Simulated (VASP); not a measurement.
# MgO (I4/mmm) in VASP: notebook

The runs below take MgO through single point, with r2SCAN.

All numbers are computed with VASP 6.6.1; they aren't measurements. Logs are shortened: lines on timing, memory, paths and dates and some standing lists are left out, and cuts for length are marked.

## 1. The cell of the first run

It takes space group I4/mmm (No. 139, tetragonal). Conventional cell: a = 3.020 Å, b = 3.020 Å, c = 4.911 Å, α = 90.00°, β = 90.00°, γ = 90.00°. Within 2.8 Å of Mg (site symmetry 4/mmm) lie 6 O at 2.14 to 2.46 Å. O (site symmetry 4/mmm) has 6 Mg at 2.14 to 2.46 Å within 2.8 Å.

## 2. Single point, r2SCAN (strain +0.1500 x Voigt [1, 0, 0, 0, 0, 0])

POSCAR

```
MgO
1.0
    0.0000000000      2.1351500000      2.1351500000
    2.4554225000      0.0000000000      2.1351500000
    2.4554225000      2.1351500000      0.0000000000
Mg O
1 1
Direct
    0.0000000000      0.0000000000      0.0000000000
    0.5000000000      0.5000000000      0.5000000000
```

INCAR.step1

```
PREC = Accurate
ENCUT = 520
ISMEAR = 0
SIGMA = 0.05
LREAL = False
LASPH = True
NELM = 60
NBANDS = 11
GGA = PE
ALGO = Normal
EDIFF = 1E-4
LWAVE = True
LCHARG = False
```

INCAR.step2

```
PREC = Accurate
ENCUT = 520
EDIFF = 1E-6
ISMEAR = 0
SIGMA = 0.05
LREAL = False
LASPH = True
NELM = 60
ALGO = Normal
ISIF = 2
LWAVE = False
LCHARG = True
METAGGA = R2SCAN
LMIXTAU = True
LELF = True
LVHAR = True
NBANDS = 11
ISTART = 1
```

KPOINTS

```
regular mesh
0
Gamma
  10 10 10
```

Potentials or basis: VASP PAW PBE potentials, release 64 (Mg, O).

Started as:

```console
$ cat potpaw_PBE.64/Mg/POTCAR potpaw_PBE.64/O/POTCAR > POTCAR
$ cp INCAR.step1 INCAR
$ mpirun -np 1 vasp_std > vasp.out
$ cp INCAR.step2 INCAR
$ mpirun -np 1 vasp_std > vasp.out
```

OUTCAR:

```text
PREC = Accurate
   ENCUT = 520
   EDIFF = 1E-6
   ISMEAR = 0
   LREAL = False
   LASPH = True
   NELM = 60
   ISIF = 2
   METAGGA = R2SCAN
   ISTART = 1

 ion  position               nearest neighbor table
   1  0.000  0.000  0.000-   2 2.14   2 2.14   2 2.14   2 2.14   2 2.46   2 2.46
   2  0.500  0.500  0.500-   1 2.14   1 2.14   1 2.14   1 2.14   1 2.46   1 2.46

  LATTYP: Found a body centered tetragonal cell.
 ALAT       =     3.0195580877
 C/A-ratio  =     1.6263455967

  Lattice vectors:

 A1 = (   2.4554225000,   0.0000000000,   2.1351500000)
 A2 = (   2.4554225000,   0.0000000000,  -2.1351500000)
 A3 = (  -2.4554225000,   2.1351500000,   0.0000000000)

Analysis of symmetry for initial positions (statically):
=====================================================================
 Subroutine PRICEL returns:
 Original cell was already a primitive cell.

 Routine SETGRP: Setting up the symmetry group for a
 body centered tetragonal supercell.

 Subroutine GETGRP returns: Found 16 space group operations
 (whereof 16 operations were pure point group operations)
 out of a pool of 16 trial point group operations.

The static configuration has the point symmetry D_4h.

Analysis of symmetry for dynamics (positions and initial velocities):
=====================================================================
 Subroutine PRICEL returns:
 Original cell was already a primitive cell.

 Routine SETGRP: Setting up the symmetry group for a
 body centered tetragonal supercell.

 Subroutine GETGRP returns: Found 16 space group operations
 (whereof 16 operations were pure point group operations)
 out of a pool of 16 trial point group operations.

The dynamic configuration has the point symmetry D_4h.

 Subroutine INISYM returns: Found 16 space group operations
 (whereof 16 operations are pure point group operations),
 and found     1 'primitive' translations

----------------------------------------------------------------------------------------

                                     Primitive cell

  volume of cell :      22.3879

  direct lattice vectors                    reciprocal lattice vectors
     0.000000000  2.135150000  2.135150000    -0.203630943  0.234175585  0.234175585
     2.455422500  0.000000000  2.135150000     0.203630943 -0.234175585  0.234175585
     2.455422500  2.135150000  0.000000000     0.203630943  0.234175585 -0.234175585

  length of vectors
     3.019558088  3.253915361  3.253915361     0.388769816  0.388769816  0.388769816

  position of ions in fractional coordinates (direct lattice)
     0.000000000  0.000000000  0.000000000
     0.500000000  0.500000000  0.500000000

  ion indices of the primitive-cell ions
   primitive index   ion index
                 1           1
                 2           2

----------------------------------------------------------------------------------------

 KPOINTS: regular mesh

Automatic generation of k-mesh.
 Grid dimensions read from file:
 generate k-points for:   10   10   10

 Generating k-lattice:

  Cartesian coordinates                     Fractional coordinates (reciprocal lattice)
    -0.020363094  0.023417558  0.023417558     0.100000000  0.000000000  0.000000000
     0.020363094 -0.023417558  0.023417558     0.000000000  0.100000000  0.000000000
     0.020363094  0.023417558 -0.023417558     0.000000000  0.000000000  0.100000000

  Length of vectors
     0.038876982  0.038876982  0.038876982

  Shift w.r.t. Gamma in fractional coordinates (k-lattice)
     0.000000000  0.000000000  0.000000000

 Subroutine IBZKPT returns following result:
 ===========================================

 Found    102 irreducible k-points:

 Following reciprocal coordinates:
            Coordinates               Weight
  0.000000  0.000000  0.000000      1.000000
  0.100000  0.000000  0.000000      8.000000
  0.200000  0.000000  0.000000      8.000000
  0.300000  0.000000  0.000000      8.000000
  0.400000  0.000000  0.000000      8.000000
  0.500000  0.000000  0.000000      4.000000
[... 16 lines left out ...]
  0.300000  0.300000  0.000000      4.000000
  0.400000  0.300000  0.000000     16.000000
 [... further k-points ...]
   k-points           NKPTS =    102   k-points in BZ     NKDIM =    102   number of bands    NBANDS=     11
   number of dos      NEDOS =    301   number of ions     NIONS =      2
   total plane-waves  NPLWV =  13824
   dimension x,y,z NGX =    24 NGY =   24 NGZ =   24
   dimension x,y,z NGXF=    48 NGYF=   48 NGZF=   48
   ions per type =               1   1
   NGX,Y,Z   is equivalent  to a cutoff of  13.21, 12.26, 12.26 a.u.
   NGXF,Y,Z  is equivalent  to a cutoff of  26.43, 24.52, 24.52 a.u.
 SYSTEM =  unknown system
   PREC   = accura    normal or accurate (medium, high low for compatibility)
   ISTART =      1    job   : 0-new  1-cont  2-samecut
   ICHARG =      0    charge: 1-file 2-atom 10-const
   ISPIN  =      1    spin polarized calculation?
   LNONCOLLINEAR =      F non collinear calculations
   LSORBIT =      F    spin-orbit coupling
   LASPH  =      T    aspherical Exc in radial PAW
   ENCUT  =  520.0 eV  38.22 Ry    6.18 a.u.   5.61  6.05  6.05*2*pi/ulx,y,z
   NELM   =     60;   NELMIN=  2; NELMDL=  0     # of ELM steps
   EDIFF  = 0.1E-05   stopping-criterion for ELM
   LREAL  =      F    real-space projection
   EDIFFG = 0.1E-04   stopping-criterion for IOM
   NSW    =      0    number of steps for IOM
   IBRION =     -1    ionic relax: 0-MD 1-quasi-New 2-CG
   NFREE  =      0    steps in history (QN), initial steepest desc. (CG)
   ISIF   =      2    stress and relaxation
   ISYM   =      2    0-nonsym 1-usesym 2-fastsym
   POTIM  = 0.5000    time-step for ionic-motion
   TEBEG  =    0.0;   TEEND  =   0.0 temperature during run
   PSTRESS=    0.0 pullay stress
   NELECT =       8.0000    total number of electrons
   NUPDOWN=      -1.0000    fix difference up-down
   EMIN   =  10.00;   EMAX   =-10.00  energy-range for DOS
   EFERMI =   0.00;   METHOD = LEGACY
   ISMEAR =     0;   SIGMA  =   0.05  broadening in eV -4-tet -1-fermi 0-gaus
   EFERMI_NEDOS =   21; number of points for ismear=-14 and -15
   IALGO  =     38    algorithm
   IMIX   =      4    mixing-type and parameters
     AMIX     =   0.40;   BMIX     =  1.00
     AMIX_MAG =   1.60;   BMIX_MAG =  1.00
  volume/ion in A,a.u.               =      11.19        75.54
  Fermi-wavevector in a.u.,A,eV,Ry     =   1.161717  2.195328 18.362250  1.349587
  Thomas-Fermi vector in A             =   2.298286
   LORBIT       =      0    0 simple, 1 ext, 2 COOP (PROOUT), +10 PAW based schemes
   METAGGA = R2SCAN    functional components
   LHFCALC =     F    Hartree Fock is set to
   AEXX    =    0.0000 exact exchange contribution
   IVDW    =     0    specifies the selected vdW correction
   LEPSILON=     F    determine dielectric tensor
   LRPA    =     F    only Hartree local field effects (RPA)
 non-spin polarized calculation
 Gauss-broadening in eV      SIGMA  =   0.05
  energy-cutoff  :      520.00
  volume of cell :       22.39
 maximum number of plane-waves:       630
   NGX = 11   NGY = 11   NGZ = 11

 number of electron       8.0000003 magnetization

 Free energy of the ion-electron system (eV)
  ---------------------------------------------------
  ext. energy  EPLUGINS =         0.00000000
  ---------------------------------------------------
  free energy    TOTEN  =       -15.81588776 eV

  energy without entropy =      -15.81588776  energy(sigma->0) =      -15.81588776

 E-fermi :   1.9702     XC(G=0): -10.6667

 val. band max:        1.6706512296   @ k =   0.0000   0.0000   0.0000
 cond. band min:       5.4766601215   @ k =   0.0000   0.0000   0.0000
 fundamental gap:      3.8060088919
 Fermi energy:         1.9702060023

 k-point     1 :       0.0000    0.0000    0.0000
  band No.  band energies     occupation
      1     -15.8720      2.00000
      2       1.4402      2.00000
      3       1.4402      2.00000
      4       1.6707      2.00000
      5       5.4767      0.00000
      6      16.6254      0.00000
      7      17.9622      0.00000
      8      17.9622      0.00000
      9      20.7296      0.00000
     10      21.1908      0.00000
     11      21.3581      0.00000

 k-point     2 :       0.1000    0.0000    0.0000
  band No.  band energies     occupation
      1     -15.7976      2.00000
      2       0.9095      2.00000
      3       1.4101      2.00000
      4       1.5479      2.00000
      5       6.0881      0.00000
      6      16.1648      0.00000
      7      17.1755      0.00000
      8      18.1851      0.00000
      9      19.9137      0.00000
     10      22.1780      0.00000
     11      23.3500      0.00000

 k-point     3 :       0.2000    0.0000    0.0000
  band No.  band energies     occupation
      1     -15.5948      2.00000
      2      -0.2095      2.00000
      3       1.3325      2.00000
      4       1.3501      2.00000
      5       7.2850      0.00000
      6      14.5937      0.00000
      7      17.0600      0.00000
      8      18.7055      0.00000
      9      19.7954      0.00000
     10      22.2332      0.00000
     11      22.6224      0.00000

 k-point     4 :       0.3000    0.0000    0.0000
  band No.  band energies     occupation
      1     -15.3281      2.00000
      2      -1.2930      2.00000
      3       1.1289      2.00000
      4       1.2395      2.00000
      5       8.3730      0.00000
      6      13.5301      0.00000
      7      16.7063      0.00000
      8      18.9794      0.00000
      9      20.6103      0.00000
     10      22.2022      0.00000
     11      22.3995      0.00000

 k-point     5 :       0.4000    0.0000    0.0000
  band No.  band energies     occupation
      1     -15.0972      2.00000
      2      -2.0587      2.00000
      3       0.9600      2.00000
      4       1.1664      2.00000
      5       8.9845      0.00000
      6      13.1784      0.00000
      7      16.3519      0.00000
      8      18.8086      0.00000
      9      21.1308      0.00000
     10      22.7372      0.00000
     11      23.2307      0.00000
[... 211 lines left out ...]
 k-point    21 :      -0.3000    0.2000   -0.0000
  band No.  band energies     occupation
      1     -15.0579      2.00000
      2      -1.4278      2.00000
      3       0.0533      2.00000
      4       0.9347      2.00000
      5      10.0595      0.00000
      6      13.4860      0.00000
      7      14.8686      0.00000
      8      17.9698      0.00000
      9      20.8613      0.00000
     10      21.6075      0.00000
     11      26.1776      0.00000

 k-point    22 :      -0.2000    0.2000   -0.0000
  band No.  band energies     occupation
      1     -15.2728      2.00000
      2      -0.9425      2.00000
      3       0.3730      2.00000
      4       1.1280      2.00000
      5       9.1257      0.00000
      6      13.8942      0.00000
      7      15.4263      0.00000
      8      18.5222      0.00000
      9      19.4259      0.00000
     10      22.2082      0.00000
     11      26.0656      0.00000

 k-point    23 :       0.3000    0.3000    0.0000
  band No.  band energies     occupation
      1     -15.1153      2.00000
      2      -1.1721      2.00000
      3       0.3184      2.00000
      4       1.0179      2.00000
      5       9.5541      0.00000
      6      12.3369      0.00000
      7      16.0992      0.00000
      8      17.2626      0.00000
      9      18.9724      0.00000
     10      24.0005      0.00000
     11      26.8585      0.00000

 k-point    24 :       0.4000    0.3000    0.0000
  band No.  band energies     occupation
      1     -14.9477      2.00000
      2      -1.4898      2.00000
      3       0.1170      2.00000
      4       0.8189      2.00000
      5      10.3478      0.00000
      6      11.8785      0.00000
      7      15.1553      0.00000
      8      17.4936      0.00000
      9      19.3362      0.00000
     10      24.6178      0.00000
     11      26.5630      0.00000

 [... further k-points ...]
[... 5 lines left out ...]
  --------------------------------------------------------------------------------------
  -------------------------------------------------------------------------------------
  Total       -2.9899710     -2.3993462     -2.3993462     -0.0000000      0.0000000     -0.0000000
  in kB     -213.9757434   -171.7079875   -171.7079875     -0.0000000      0.0000000     -0.0000000
  external PRESSURE =    -185.7972395 kB  Pullay stress =       0.0000000 kB

 VOLUME and BASIS-vectors are now :
 -----------------------------------------------------------------------------
  energy-cutoff  :      520.00
  volume of cell :       22.39
      direct lattice vectors                 reciprocal lattice vectors
     0.000000000  2.135150000  2.135150000    -0.203630943  0.234175585  0.234175585
     2.455422500  0.000000000  2.135150000     0.203630943 -0.234175585  0.234175585
     2.455422500  2.135150000  0.000000000     0.203630943  0.234175585 -0.234175585

 POSITION                                       TOTAL-FORCE (eV/Angst)
 -----------------------------------------------------------------------------------
      0.00000      0.00000      0.00000         0.000000     -0.000000     -0.000000
      2.45542      2.13515      2.13515        -0.000000      0.000000      0.000000
 -----------------------------------------------------------------------------------
    total drift:                               -0.000000     -0.000000      0.000000

  FREE ENERGIE OF THE ION-ELECTRON SYSTEM (eV)
  ---------------------------------------------------
  free  energy   TOTEN  =       -15.8158877626 eV

  energy  without entropy=      -15.8158877626  energy(sigma->0) =      -15.81588776
```

Run time: 54 s. Hardware: 1 thread of Intel Xeon Platinum 8488C (Sapphire Rapids), shared host; peak memory 0.16 GiB.

Results:

| Item | Value |
| --- | --- |
| Free energy | -15.8159 eV |
| Pressure | -18.6 GPa |
| Band gap on the k mesh | 3.81 eV, direct |

Caveat: the cell differs from its parent crystal (strain +0.1500 x Voigt [1, 0, 0, 0, 0, 0]); the PAW data sets were made with another functional, which shifts forces and pressure a little.

## 3. Single point, r2SCAN (strain -0.0750 x Voigt [1, 0, 0, 0, 0, 0])

POSCAR

```
MgO
1.0
    0.0000000000      2.1351500000      2.1351500000
    1.9750137500      0.0000000000      2.1351500000
    1.9750137500      2.1351500000      0.0000000000
Mg O
1 1
Direct
    0.0000000000      0.0000000000      0.0000000000
    0.5000000000      0.5000000000      0.5000000000
```

INCAR.step1

```
SYSTEM = MgO
PREC = Accurate
ENCUT = 660
ISMEAR = 0
SIGMA = 0.05
LREAL = .False.
LASPH = .True.
NELM = 120
NBANDS = 15
GGA = PE
ALGO = Normal
EDIFF = 1E-5
LWAVE = .True.
LCHARG = .False.
GGA_COMPAT = .False.
```

INCAR.step2

```
SYSTEM = MgO
PREC = Accurate
ENCUT = 660
EDIFF = 1E-6
ISMEAR = 0
SIGMA = 0.05
LREAL = .False.
LASPH = .True.
NELM = 120
ALGO = Normal
ISIF = 2
LWAVE = .False.
LCHARG = .False.
METAGGA = R2SCAN
LMIXTAU = .True.
NBANDS = 15
ISTART = 1
GGA_COMPAT = .False.
```

KPOINTS

```
Automatic mesh
0
Gamma
  10 10 10
  0 0 0
```

Potentials or basis: VASP PAW PBE potentials, release 64 (Mg_sv, O).

Started as:

```console
$ cat potpaw_PBE.64/Mg_sv/POTCAR potpaw_PBE.64/O/POTCAR > POTCAR
$ cp INCAR.step1 INCAR
$ mpirun -np 1 vasp_std > vasp.out
$ cp INCAR.step2 INCAR
$ mpirun -np 1 vasp_std > vasp.out
```

Run time: 78 s. Hardware: 1 thread of Intel Xeon Platinum 8559C (Emerald Rapids), shared host; peak memory 0.16 GiB.

It converged, with:

| Item | Value |
| --- | --- |
| Free energy | -16.0952 eV |
| Pressure | 7.8 GPa |
| Band gap on the k mesh | 5.92 eV, direct |

Stress tensor (GPa, compression positive):
```
23.63  0.00  0.00
 0.00 -0.05  0.00
 0.00  0.00 -0.05
```

Levels at points of the mesh, in eV from the valence-band top:
```tsv
k point	band 5	band 6	band 7	band 8	band 9	band 10	band 11	band 12
(0.00, 0.00, 0.00)	-18.44	-0.18	0.00	0.00	5.93	16.82	16.82	17.66
(0.50, 0.00, 0.00)	-17.06	-4.81	-0.87	-0.71	8.98	14.17	16.97	18.98
(0.50, 0.50, 0.00)	-16.93	-4.38	-1.57	-1.11	10.40	11.60	14.31	20.55
(0.00, 0.50, 0.50)	-16.73	-4.05	-1.71	-1.71	9.49	11.54	15.38	20.41
```

Caveat: the cell differs from its parent crystal (strain -0.0750 x Voigt [1, 0, 0, 0, 0, 0]); the PAW data sets were made with another functional, which shifts forces and pressure a little.
